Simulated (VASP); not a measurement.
Wanted: the native input for a VASP 6.6.1 run.

```
Task                   : single point
Functional             : PBE
Potentials or basis    : VASP PAW PBE potentials, release 64 (Al, P)
Cutoff                 : 520 eV
k mesh                 : 2 × 2 × 2, shifted
Occupations            : gaussian, width 0.01 eV
Spin                   : no spin polarisation
Dipole correction      : no
Further INCAR settings : LREAL = Auto; ALGO = Normal; EDIFF = 1e-06; NBANDS = 85
```

The structure of Al17P15 (a cell with a defect) lies in POSCAR:

```
Al17P15
1.0
   -5.5073398843      5.5073398843     -5.5073398843
    5.5073398843     -5.5073398843     -5.5073398843
   -5.5073398843     -5.5073398843      5.5073398843
Al P
17 15
Direct
    0.5000000000      0.2669467963      0.2500000000
    0.2526456799      0.2512622819      0.5012622819
   -0.0013833980      0.2473543201      0.7486166020
    0.7669467963      0.0000000000      0.2500000000
    0.7512622819      0.2512622819      0.0026456799
    0.5000000000      0.0000000000      0.5169467963
    0.2487377181      0.0000000000      0.7513833980
    0.0013833980      0.7487377181      0.2500000000
    1.0013833980      1.0000000000      0.9987377181
    0.7512622819      0.7526456799      0.5012622819
    0.5000000000      0.7487377181      0.7513833980
    0.2487377181      0.5013833980      0.2500000000
    0.2330532037      0.7330532037     -0.0169467963
   -0.0013833980      0.4986166020      0.4973543201
    0.7473543201      0.4986166020      0.7486166020
    0.5000000000      0.5013833980     -0.0012622819
    0.5000000000      0.0000000000      0.2500000000
    0.2464237287      0.0000000000      0.5020609263
    0.0000000000      0.0000000000      0.7500000000
    0.7520609263      0.7464237287      0.2500000000
    0.7520609263      0.0000000000     -0.0035762713
    0.5000000000      0.7464237287      0.5020609263
    0.2479390737      0.7479390737      0.7443628024
    0.0000000000      0.5000000000      0.2500000000
   -0.0056371976      0.7479390737     -0.0020609263
    0.7535762713      0.5056371976      0.5035762713
    0.5000000000      0.5000000000      0.7500000000
    0.2464237287      0.2520609263      0.2500000000
    0.2479390737      0.4943628024     -0.0020609263
    0.0056371976      0.2535762713      0.5035762713
    0.7535762713      0.2535762713      0.7556371976
    0.5000000000      0.2520609263     -0.0035762713
```

The input as run:

INCAR

```
SYSTEM = Al17P15
  PREC = Accurate
  ENCUT = 520
  EDIFF = 1E-6
  ISMEAR = 0
  SIGMA = 0.01
  LREAL = Auto
  LASPH = .True.
  NELM = 60
  ALGO = Normal
  ISIF = 2
  LWAVE = .False.
  LCHARG = .True.
  GGA = PE
  LELF = .True.
  LVHAR = .True.
  NBANDS = 85
```

KPOINTS

```
Automatic mesh
0
Gamma
  2 2 2
  0.5 0.5 0.5
```

Potentials or basis: VASP PAW PBE potentials, release 64 (Al, P).

Launch:

```bash
$ cat potpaw_PBE.64/Al/POTCAR potpaw_PBE.64/P/POTCAR > POTCAR
$ mpirun -np 1 vasp_std > vasp.out
```

Results of the run:

- Pressure: 1.5 GPa
- Largest force: 0.033 eV/Å
- Band gap on the k mesh: zero (band 63 reaches 5.16 eV, above the bottom of band 64 at 5.04 eV)

Caveat: the k points lie up to 0.40 Å⁻¹ apart.

It took 3.4 min on 1 thread of Intel(R) Xeon(R) Platinum 8488C (Sapphire Rapids), with other jobs on the host, peak memory 0.7 GiB.
